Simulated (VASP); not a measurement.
Runs of VASP 6.6.1 on AlN. The structure is that of space group F-43m (No. 216), or close to it. The cells are those of the table. 

```csv
task,cell,cutoff (eV),gap on the mesh (eV),pressure (GPa)
single point,"a = 3.095 Å, angles 60.0°, 2 atoms",520,3.18,(b)
single point,"a = 2.975 Å, angles 60.0°, 2 atoms",520,3.23,30.3
relaxation of cell and atoms,"relaxed to 10 GPa from a = 3.089 Å, angles 60.0°, 2 atoms",600,3.20,9.9
single point,"a = 2.945 Å, angles 60.0°, 2 atoms",520,3.24,(a)
single point,"a = 3.009 Å, angles 60.0°, 2 atoms",520,3.22,20.2
```

Alike in all rows: level PBEsol; potentials or basis VASP PAW PBE potentials, release 64 (Al, N); no spin polarisation; k mesh 8 × 8 × 8; smearing gaussian 0.01 eV.

Task: Fill in the values left out.

Result: (a) 40.4; (b) 0.0.

Caveats: the PAW data sets were made with another functional, which shifts forces and pressure a little; the cell is relaxed towards a set pressure, so the enthalpy falls and the energy may rise (some runs).

A k mesh can miss the band edges.
